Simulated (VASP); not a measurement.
The system is Ge2P.

```
CELL_PARAMETERS angstrom
4.49324 0.00000 0.00000
-2.24662 3.89126 0.00000
0.00000 0.00000 3.08609
ATOMIC_POSITIONS crystal
Ge 0.66667 0.33333 0.74190
Ge 0.33333 0.66667 0.25810
P 0.00000 0.00000 0.00000
```

The cell was generated, and may not be a known phase.

```yaml
Program: VASP 6.6.1
Task: relaxation of cell and atoms
Functional: PBE
Potentials_or_basis: VASP PAW PBE potentials, release 64 (Ge_d, P)
Cutoff: 600 eV
k_mesh: 12 × 12 × 16
Occupations: gaussian, width 0.1 eV
Spin: no spin polarisation
```

At the start: pressure 0.3 GPa; volume 17.99 Å³/atom.

Q: Where does the relaxation end?

A: Over 41 steps the energy falls by 128.4 meV/atom and the volume is 18.01 Å³/atom (+0.1 %); space group P-3m1 (No. 164, to 0.1 Å) before, P6/mmm (No. 191, to 0.1 Å).

Step by step:
```
step  energy change (eV)  largest force (eV/Å)  pressure (GPa)  volume (Å³)
   1              0.0000                0.0090            0.27        53.96
   3             -0.0037                0.0703           -0.81        54.65
   5             -0.0085                0.0987           -0.75        54.53
   7             -0.0550                0.2346            0.01        53.90
   9             -0.0887                0.3833            1.20        52.87
  11             -0.0907                0.3872            1.10        52.95
  13             -0.1047                0.3817            0.13        53.65
  15             -0.1197                0.3565           -3.19        56.49
  17             -0.1270                0.3600           -2.37        55.70
  19             -0.1689                0.3089           -2.06        55.55
  21             -0.2368                0.0332           -0.68        54.92
  23             -0.3309                0.0768            0.44        53.75
  25             -0.3697                0.0686            1.65        52.90
  27             -0.3733                0.0510            2.11        52.61
  29             -0.3829                0.0227            0.31        53.84
  31             -0.3846                0.0190           -0.15        54.13
  33             -0.3847                0.0177            0.04        53.99
  35             -0.3848                0.0168            0.07        53.99
  37             -0.3850                0.0083            0.07        53.96
  39             -0.3850                0.0054            0.11        53.94
  41             -0.3851                0.0014            0.01        54.02
```

Final structure:
```cif
data_structure
_symmetry_space_group_name_H-M 'P 1'
_symmetry_Int_Tables_number 1
_cell_length_a 4.8902
_cell_length_b 4.8902
_cell_length_c 2.6083
_cell_angle_alpha 90.000
_cell_angle_beta 90.000
_cell_angle_gamma 120.000
_cell_volume 54.02
loop_
_atom_site_label
_atom_site_type_symbol
_atom_site_fract_x
_atom_site_fract_y
_atom_site_fract_z
_atom_site_occupancy
Ge1 Ge 0.66667 0.33333 0.99947 1
Ge2 Ge 0.33333 0.66667 0.00053 1
P1 P 0.00000 0.00000 0.00000 1
```

Caveat: the highest band is partly filled, so the run has too few bands; a cell axis changed by over 15 % at a fixed basis, so the end point is rough.
